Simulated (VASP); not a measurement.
Here is a VASP 6.6.1 calculation.

Contents of INCAR:

```
SYSTEM = MgI2
PREC     = Accurate       ! precision mode
ENCUT    = 520            ! plane-wave cutoff, eV
EDIFF    = 1E-6           ! SCF threshold, eV
ISMEAR   = 0              ! smearing method
SIGMA    = 0.02           ! smearing width, eV
LREAL    = .FALSE.        ! projectors in reciprocal space
LASPH    = .TRUE.         ! aspherical terms in the spheres
NELM     = 100            ! most SCF steps
ALGO     = Normal         ! electronic algorithm
ISIF     = 2              ! what is computed and relaxed
LWAVE    = .FALSE.        ! write WAVECAR
LCHARG   = .TRUE.         ! write CHGCAR
LDIPOL   = .TRUE.       
IDIPOL   = 3            
DIPOL    = 0.5 0.5 0.296
GGA      = PE             ! functional
LELF     = .TRUE.         ! ELF
LVHAR    = .TRUE.       
LVACPOTAV= .TRUE.       
NBANDS   = 15             ! bands
```

Contents of KPOINTS:

```
regular mesh
0
G
  6 6 1
  0 0 0
```

Contents of POSCAR:

```
MgI2
1.0
    4.1888537226      0.0000000000      0.0000000000
   -2.0944268613      3.6276537365      0.0000000000
    0.0000000000      0.0000000000     30.4525717600
Mg I
1 2
Direct
    0.0000000000      0.0000000000      0.2955415415
    0.3333333333      0.6666666667      0.2402901213
    0.6666666667      0.3333333333      0.3507929616
```

Potentials or basis: VASP PAW PBE potentials, release 64 (Mg, I).

Launch:

```bash
$ cat potpaw_PBE.64/Mg/POTCAR potpaw_PBE.64/I/POTCAR > POTCAR
$ mpirun -np 1 vasp_std > vasp.out
```

(1) What does it give for the largest force?

(2) Estimate the band gap on the k mesh.

## Answers

(1) 0.026 eV/Å.

(2) 3.62 eV (least direct gap 3.98 eV).

Caveat: spin-orbit coupling is left out, which moves the levels of the heavy elements.
